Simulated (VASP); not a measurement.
# TePdRh2O6 (I4/m) in VASP: single point with PBE

Aim: the single point of TePdRh2O6 with PBE.

Program: VASP 6.6.1. These are calculated values, not measurements. Logs are shortened: lines on timing, memory, paths and dates and some standing lists are left out, and cuts for length are marked.

## 1. The cell of the first run

Symmetry: I4/m, No. 87, tetragonal system. The conventional cell has a = 5.543 Å, b = 5.543 Å, c = 7.938 Å, α = 90.00°, β = 90.00°, γ = 90.00°. Pd (site symmetry 4/m) has 6 O at 2.02 to 2.10 Å within 2.7 Å. O (site symmetry m) has 1 Pd at 2.10 Å and 1 Te at 2.12 Å and 2 Rh at 2.31 Å and 9 O at 2.36 to 2.99 Å within 3.0 Å. O (site symmetry 4) has 1 Te at 1.95 Å and 1 Pd at 2.02 Å within 2.6 Å. Te (site symmetry 4/m) has 6 O at 1.95 to 2.12 Å within 2.6 Å. Rh (site symmetry -4) has 8 O at 2.31 to 2.77 Å within 3.1 Å.

## 2. Single point, PBE

INCAR reads:

```
SYSTEM = TePdRh2O6
  PREC = Accurate
  ENCUT = 520
  EDIFF = 1E-6
  ISMEAR = -1
  SIGMA = 0.1
  LREAL = .False.
  LASPH = .True.
  NELM = 80
  ALGO = Normal
  ISIF = 2
  LWAVE = .False.
  LCHARG = .True.
  GGA = PE
  LELF = .True.
  LVHAR = .True.
  NBANDS = 52
```

KPOINTS reads:

```
Automatic mesh
0
Gamma
  5 5 5
  0 0 0
```

POSCAR reads:

```
TePdRh2O6
1.0
    0.0000000000      5.5433188245      0.0000000000
    5.5433188245      0.0000000000      0.0000000000
    2.7716594123      2.7716594123     -3.9690373929
Pd O Te Rh
1 6 1 2
Direct
    0.0000000000      0.0000000000      0.0000000000
    0.1497012642      0.3487369152      0.0000000000
    0.3487369152      0.8502987358      0.0000000000
    0.8502987358      0.6512630848      0.0000000000
    0.6512630848      0.1497012642      0.0000000000
    0.2542852155      0.2542852155      0.4914295691
    0.7457147845      0.7457147845      0.5085704309
    0.5000000000      0.5000000000      0.0000000000
    0.7500000000      0.2500000000      0.5000000000
    0.2500000000      0.7500000000      0.5000000000
```

Potentials or basis: VASP PAW PBE potentials, release 64 (Pd, O, Te, Rh_pv).

Command:

```console
> cat potpaw_PBE.64/Pd/POTCAR potpaw_PBE.64/O/POTCAR potpaw_PBE.64/Te/POTCAR potpaw_PBE.64/Rh_pv/POTCAR > POTCAR
> mpirun -np 1 vasp_std > vasp.out
```

OUTCAR:

```text
SYSTEM = TePdRh2O6
   PREC = Accurate
   ENCUT = 520
   EDIFF = 1E-6
   ISMEAR = -1
   LREAL = .False.
   LASPH = .True.
   NELM = 80
   ISIF = 2
   GGA = PE

 ion  position               nearest neighbor table
   1  0.000  0.000  0.000-   7 2.02   6 2.02   3 2.10   4 2.10   5 2.10   2 2.10
   2  0.150  0.349  0.000-   1 2.10   8 2.12  10 2.31   9 2.31
   3  0.349  0.850  0.000-   1 2.10   8 2.12   9 2.31  10 2.31
   4  0.850  0.651  0.000-   1 2.10   8 2.12   9 2.31  10 2.31
   5  0.651  0.150  0.000-   1 2.10   8 2.12  10 2.31   9 2.31
   6  0.254  0.254  0.491-   8 1.95   1 2.02
   7  0.746  0.746  0.509-   8 1.95   1 2.02
   8  0.500  0.500  0.000-   6 1.95   7 1.95   4 2.12   5 2.12   2 2.12   3 2.12  10 3.41   9 3.41
                            10 3.41   9 3.41   9 3.41  10 3.41   9 3.41  10 3.41
   9  0.750  0.250  0.500-   3 2.31   4 2.31   2 2.31   5 2.31   8 3.41   8 3.41   8 3.41   8 3.41

  10  0.250  0.750  0.500-   5 2.31   2 2.31   4 2.31   3 2.31   8 3.41   8 3.41   8 3.41   8 3.41

  LATTYP: Found a body centered tetragonal cell.
 ALAT       =     5.5433188245
 C/A-ratio  =     1.4320076180

  Lattice vectors:

 A1 = (  -2.7716594123,   2.7716594122,   3.9690373929)
 A2 = (   2.7716594122,  -2.7716594123,   3.9690373929)
 A3 = (   2.7716594123,   2.7716594123,  -3.9690373929)

Analysis of symmetry for initial positions (statically):
=====================================================================
 Subroutine PRICEL returns:
 Original cell was already a primitive cell.

 Routine SETGRP: Setting up the symmetry group for a
 body centered tetragonal supercell.

 Subroutine GETGRP returns: Found  8 space group operations
 (whereof  8 operations were pure point group operations)
 out of a pool of 16 trial point group operations.

The static configuration has the point symmetry C_4h.

Analysis of symmetry for dynamics (positions and initial velocities):
=====================================================================
 Subroutine PRICEL returns:
 Original cell was already a primitive cell.

 Routine SETGRP: Setting up the symmetry group for a
 body centered tetragonal supercell.

 Subroutine GETGRP returns: Found  8 space group operations
 (whereof  8 operations were pure point group operations)
 out of a pool of 16 trial point group operations.

The dynamic configuration has the point symmetry C_4h.

 Subroutine INISYM returns: Found  8 space group operations
 (whereof  8 operations are pure point group operations),
 and found     1 'primitive' translations

----------------------------------------------------------------------------------------

                                     Primitive cell

  volume of cell :     121.9621

  direct lattice vectors                    reciprocal lattice vectors
     0.000000000  5.543318825  0.000000000     0.000000000  0.180397345  0.125975130
     5.543318825  0.000000000  0.000000000     0.180397345  0.000000000  0.125975130
     2.771659412  2.771659412 -3.969037393     0.000000000  0.000000000 -0.251950259

  length of vectors
     5.543318825  5.543318825  5.578301679     0.220029397  0.220029397  0.251950259

  position of ions in fractional coordinates (direct lattice)
     0.000000000  0.000000000  0.000000000
     0.149701264  0.348736915  0.000000000
     0.348736915  0.850298736  0.000000000
     0.850298736  0.651263085  0.000000000
     0.651263085  0.149701264  0.000000000
     0.254285215  0.254285215  0.491429569
     0.745714785  0.745714785  0.508570431
     0.500000000  0.500000000  0.000000000
     0.750000000  0.250000000  0.500000000
     0.250000000  0.750000000  0.500000000

  ion indices of the primitive-cell ions
   primitive index   ion index
                 1           1
                 2           2
                 3           3
                 4           4
                 5           5
                 6           6
                 7           7
                 8           8
                 9           9
                10          10

----------------------------------------------------------------------------------------

 KPOINTS: Automatic mesh

Automatic generation of k-mesh.
 Grid dimensions read from file:
 generate k-points for:    5    5    5

 Generating k-lattice:

  Cartesian coordinates                     Fractional coordinates (reciprocal lattice)
     0.000000000  0.036079469  0.025195026     0.200000000  0.000000000 -0.000000000
     0.036079469  0.000000000  0.025195026     0.000000000  0.200000000 -0.000000000
     0.000000000  0.000000000 -0.050390052     0.000000000  0.000000000  0.200000000

  Length of vectors
     0.044005879  0.044005879  0.050390052

  Shift w.r.t. Gamma in fractional coordinates (k-lattice)
     0.000000000  0.000000000  0.000000000

 Subroutine IBZKPT returns following result:
 ===========================================

 Found     21 irreducible k-points:

 Following reciprocal coordinates:
            Coordinates               Weight
  0.000000  0.000000  0.000000      1.000000
  0.200000  0.000000  0.000000      8.000000
  0.400000  0.000000  0.000000      8.000000
  0.200000  0.200000  0.000000      8.000000
  0.400000  0.200000  0.000000      8.000000
 -0.200000 -0.400000 -0.000000      8.000000
[... 13 lines left out ...]
  0.000000  0.000000  0.400000      2.000000
 -0.200000  0.000000  0.400000      4.000000
   k-points           NKPTS =     21   k-points in BZ     NKDIM =     21   number of bands    NBANDS=     52
   number of dos      NEDOS =    301   number of ions     NIONS =     10
   total plane-waves  NPLWV =  74088
   dimension x,y,z NGX =    42 NGY =   42 NGZ =   42
   dimension x,y,z NGXF=    84 NGYF=   84 NGZF=   84
   ions per type =               1   6   1   2
   NGX,Y,Z   is equivalent  to a cutoff of  12.60, 12.60, 12.52 a.u.
   NGXF,Y,Z  is equivalent  to a cutoff of  25.19, 25.19, 25.03 a.u.
 SYSTEM =  TePdRh2O6
   PREC   = accura    normal or accurate (medium, high low for compatibility)
   ISTART =      0    job   : 0-new  1-cont  2-samecut
   ICHARG =      2    charge: 1-file 2-atom 10-const
   ISPIN  =      1    spin polarized calculation?
   LNONCOLLINEAR =      F non collinear calculations
   LSORBIT =      F    spin-orbit coupling
   LASPH  =      T    aspherical Exc in radial PAW
   ENCUT  =  520.0 eV  38.22 Ry    6.18 a.u.  10.31 10.31 10.37*2*pi/ulx,y,z
   NELM   =     80;   NELMIN=  2; NELMDL= -5     # of ELM steps
   EDIFF  = 0.1E-05   stopping-criterion for ELM
   LREAL  =      F    real-space projection
   EDIFFG = 0.1E-04   stopping-criterion for IOM
   NSW    =      0    number of steps for IOM
   IBRION =     -1    ionic relax: 0-MD 1-quasi-New 2-CG
   NFREE  =      0    steps in history (QN), initial steepest desc. (CG)
   ISIF   =      2    stress and relaxation
   ISYM   =      2    0-nonsym 1-usesym 2-fastsym
   POTIM  = 0.5000    time-step for ionic-motion
   TEBEG  =    0.0;   TEEND  =   0.0 temperature during run
   PSTRESS=    0.0 pullay stress
   NELECT =      82.0000    total number of electrons
   NUPDOWN=      -1.0000    fix difference up-down
   EMIN   =  10.00;   EMAX   =-10.00  energy-range for DOS
   EFERMI =   0.00;   METHOD = LEGACY
   ISMEAR =    -1;   SIGMA  =   0.10  broadening in eV -4-tet -1-fermi 0-gaus
   EFERMI_NEDOS =   21; number of points for ismear=-14 and -15
   IALGO  =     38    algorithm
   IMIX   =      4    mixing-type and parameters
     AMIX     =   0.40;   BMIX     =  1.00
     AMIX_MAG =   1.60;   BMIX_MAG =  1.00
  volume/ion in A,a.u.               =      12.20        82.30
  Fermi-wavevector in a.u.,A,eV,Ry     =   1.434183  2.710212 27.985552  2.056880
  Thomas-Fermi vector in A             =   2.553619
   LORBIT       =      0    0 simple, 1 ext, 2 COOP (PROOUT), +10 PAW based schemes
   GGA     = PE    functional components
   LHFCALC =     F    Hartree Fock is set to
   AEXX    =    0.0000 exact exchange contribution
   IVDW    =     0    specifies the selected vdW correction
   LEPSILON=     F    determine dielectric tensor
   LRPA    =     F    only Hartree local field effects (RPA)
 non-spin polarized calculation
  energy-cutoff  :      520.00
  volume of cell :      121.96
 maximum number of plane-waves:      3311
 NGX is ok and might be reduce to    42
   NGX = 21   NGY = 21   NGZ = 21

 number of electron      81.9999985 magnetization

 Free energy of the ion-electron system (eV)
  ---------------------------------------------------
  ext. energy  EPLUGINS =         0.00000000
  ---------------------------------------------------
  free energy    TOTEN  =       -52.51320497 eV

  energy without entropy =      -52.08552849  energy(sigma->0) =      -52.29936673

 E-fermi :   6.8451     XC(G=0): -11.6712

 val. band max:        6.8429311543   @ k =   0.4000   0.0000   0.0000
 cond. band min:       6.8512751579   @ k =   0.4000   0.4000   0.0000
 fundamental gap:      0.0083440036
 Fermi energy:         6.8450756705

 k-point     1 :       0.0000    0.0000    0.0000
  band No.  band energies     occupation
      1     -39.3082      2.00000
      2     -39.3024      2.00000
      3     -38.6985      2.00000
      4     -38.6985      2.00000
      5     -38.6954      2.00000
      6     -38.6954      2.00000
[... 44 lines left out ...]
     51      13.1311      0.00000
     52      15.5315      0.00000

 k-point     2 :       0.2000    0.0000    0.0000
  band No.  band energies     occupation
      1     -39.3076      2.00000
      2     -39.3030      2.00000
      3     -38.6982      2.00000
      4     -38.6982      2.00000
      5     -38.6957      2.00000
      6     -38.6957      2.00000
[... 44 lines left out ...]
     51      13.1959      0.00000
     52      15.3972      0.00000
[... 988 lines left out ...]
     51      13.9525      0.00000
     52      14.8467      0.00000

 k-point    21 :      -0.2000    0.0000    0.4000
  band No.  band energies     occupation
      1     -39.3088      2.00000
      2     -39.3019      2.00000
      3     -38.6988      2.00000
      4     -38.6988      2.00000
      5     -38.6952      2.00000
      6     -38.6952      2.00000
[... 44 lines left out ...]
     51      13.9596      0.00000
     52      14.6496      0.00000

------------------------ aborting loop because EDIFF is reached ----------------------------------------

  FORCE on cell =-STRESS in cart. coord.  units (eV):
  Direction    XX          YY          ZZ          XY          YZ          ZX
  --------------------------------------------------------------------------------------
  -------------------------------------------------------------------------------------
  Total       -0.2015104     -0.2015104     -0.0880483      0.0000010      0.0000000      0.0000000
  in kB       -2.6471779     -2.6471779     -1.1566628      0.0000126      0.0000000      0.0000000
  external PRESSURE =      -2.1503395 kB  Pullay stress =       0.0000000 kB

 VOLUME and BASIS-vectors are now :
 -----------------------------------------------------------------------------
  energy-cutoff  :      520.00
  volume of cell :      121.96
      direct lattice vectors                 reciprocal lattice vectors
     0.000000000  5.543318825  0.000000000     0.000000000  0.180397345  0.125975130
     5.543318825  0.000000000  0.000000000     0.180397345  0.000000000  0.125975130
     2.771659412  2.771659412 -3.969037393     0.000000000  0.000000000 -0.251950259

 POSITION                                       TOTAL-FORCE (eV/Angst)
 -----------------------------------------------------------------------------------
      0.00000      0.00000      0.00000        -0.000000     -0.000000     -0.000000
      1.93316      0.82984      0.00000         0.019105      0.027123     -0.000000
      4.71348      1.93316      0.00000        -0.027123      0.019105     -0.000000
      3.61016      4.71348      0.00000        -0.019105     -0.027123     -0.000000
      0.82984      3.61016      0.00000         0.027123     -0.019105     -0.000000
      2.77166      2.77166     -1.95050         0.000000      0.000000     -0.009981
      5.54332      5.54332     -2.01854        -0.000000     -0.000000      0.009981
      2.77166      2.77166      0.00000        -0.000000     -0.000000     -0.000000
      2.77166      5.54332     -1.98452        -0.000000     -0.000000     -0.000000
      5.54332      2.77166     -1.98452        -0.000000     -0.000000     -0.000000
 -----------------------------------------------------------------------------------
    total drift:                               -0.000000     -0.000000      0.000000

  FREE ENERGIE OF THE ION-ELECTRON SYSTEM (eV)
  ---------------------------------------------------
  free  energy   TOTEN  =       -52.5132049690 eV

  energy  without entropy=      -52.0855284915  energy(sigma->0) =      -52.29936673
```

It took 5.6 min on 1 thread of AMD EPYC 7R13, shared host; peak memory 0.3 GiB.

What came out:

| Quantity | Value |
| --- | --- |
| Free energy | -52.5132 eV |
| Pressure | -0.2 GPa |
| Largest force | 0.033 eV/Å |
| Band gap on the k mesh | zero (bands 41 and 42 overlap by 0.41 eV) |

Forces on the atoms (eV/Å):
```
Pd   0.000  0.000  0.000
O    0.019  0.027  0.000
O   -0.027  0.019  0.000
O   -0.019 -0.027  0.000
O    0.027 -0.019  0.000
O    0.000  0.000 -0.010
O    0.000  0.000  0.010
Te   0.000  0.000  0.000
Rh   0.000  0.000  0.000
Rh   0.000  0.000  0.000
```

Caveat: spin-orbit coupling is left out, which moves the levels of the heavy elements.
